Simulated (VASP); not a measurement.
Ir: elastic constants with PBE

The system is Ir.

```xyz
1
Lattice="0.0000 1.9112 1.9112 1.9112 0.0000 1.9112 1.9112 1.9112 0.0000" Properties=species:S:1:pos:R:3 pbc="T T T"
Ir    0.0000    0.0000    0.0000
```

| Quantity | Value |
| --- | --- |
| Program | VASP 6.6.1 |
| Task | elastic constants |
| Functional | PBE |
| Potentials or basis | VASP PAW PBE potentials, release 64 (Ir) |
| Cutoff | 600 eV |
| k mesh | 20 × 20 × 20 |
| Occupations | fermi-dirac, width 0.15 eV |
| Spin | no spin polarisation |
| Dipole correction | no |
| Ions in elastic constants | relaxed |
| Further INCAR settings | ALGO = Normal; EDIFF = 1e-08; NBANDS = 10; IBRION = 6; POTIM = 0.015; NSW = 1; ISIF = 3 |

```
Elastic constants C11, C12, C44 : 669, 279, 296 GPa
Voigt bulk modulus              : 409 GPa
```

Elastic tensor in Voigt notation (GPa, in the Cartesian axes of the cell as first typed):
```
669 279 279   0   0   0
279 669 279   0   0   0
279 279 669   0   0   0
  0   0   0 296   0   0
  0   0   0   0 296   0
  0   0   0   0   0 296
```

Clamped-ion elastic tensor (GPa):
```
669 279 279   0   0   0
279 669 279   0   0   0
279 279 669   0   0   0
  0   0   0 296   0   0
  0   0   0   0 296   0
  0   0   0   0   0 296
```

Run time: 10 min on 1 thread of Intel(R) Xeon(R) 6975P-C (Granite Rapids), with other jobs on the host, peak memory 0.74 GiB.

Caveat: the cell is under stress, which shifts elastic constants.
